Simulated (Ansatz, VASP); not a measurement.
NiO: VASP beside Ansatz

Contents of INCAR:

```
PREC = Accurate
ENCUT = 600
EDIFF = 1E-6
ISMEAR = 0
SIGMA = 0.05
LREAL = F
LASPH = T
NELM = 200
ALGO = Normal
ISIF = 2
LWAVE = F
LCHARG = F
ISPIN = 2
MAGMOM = 2 0
LORBIT = 11
LMAXMIX = 4
LDAU = T
LDAUTYPE = 2
LDAUL = 2 -1
LDAUU = 4 0
LDAUJ = 0 0
LDAUPRINT = 1
GGA = PS
NBANDS = 23
GGA_COMPAT = F
```

File KPOINTS:

```
Automatic mesh
0
Gamma
  8 8 8
```

POSCAR

```
NiO
1.0
    0.0000000000      2.0913095100      2.0913095100
    2.0913095100      0.0000000000      2.0913095100
    2.0913095100      2.0913095100      0.0000000000
Ni O
1 1
Direct
    0.0000000000      0.0000000000      0.0000000000
    0.5000000000      0.5000000000      0.5000000000
```

Input for Ansatz:

```yaml
crystal:
  lattice:
    - [0.0, 2.09130951, 2.09130951]
    - [2.09130951, 0.0, 2.09130951]
    - [2.09130951, 2.09130951, 0.0]
  atoms:
    - { symbol: Ni, position: [0.0, 0.0, 0.0], spin: 2.0 }
    - { symbol: O, position: [0.5, 0.5, 0.5] }
basis:
  ecutwfc: 420
  ecutrho_ratio: 4
kpoints:
  mp_grid: { grid: [8, 8, 8] }
hamiltonian:
  xc: pbesol
  hubbard: { sites: [{ site: 0, l: d, u_eff: 4.0 }] }
scf:
  occupations: { method: gaussian, width: 0.05 }
  lower_state_search: "off"
  max_iter: 150
output:
  forces: true
  stress: true
  eigenvalues: true
  populations: true
  hubbard: { sites: [{ site: 0, l: d }] }
magnetization:
  spin_polarized: true
```

Alike in both runs: task single point; functional PBEsol; k mesh 8 × 8 × 8; occupations gaussian, width 0.05 eV; collinear spin; Hubbard terms Ni d U = 4.0 eV.

|  | VASP | Ansatz |
| --- | --- | --- |
| version | VASP 6.6.1 | Ansatz 0.2.0 |
| potentials or method | VASP PAW PBE potentials, release 64 (Ni_sv_GW, O), cutoff 600 eV | scalar-relativistic, plane waves, PAW |
| valence electrons in the cell | 24 | 24 |

```tsv
	VASP	Ansatz	Ansatz less VASP
gap on the k mesh at the Fermi level (eV)	1.28	1.01	-0.266
least direct gap on the mesh (eV)	2.23	1.92	-0.311
pressure (GPa)	-3.5	0.5	+4.03
net moment per atom (μB)	1.00	1.00	0.000
size of the moment on the site where the two differ most (μB)	1.73	1.67	-0.064
```

VASP's potentials were made for PBE, not for PBEsol. Site moments also hang on the region over which each program counts them. The programs project onto different local orbitals, so the same U acts differently, and such runs can settle in different states.
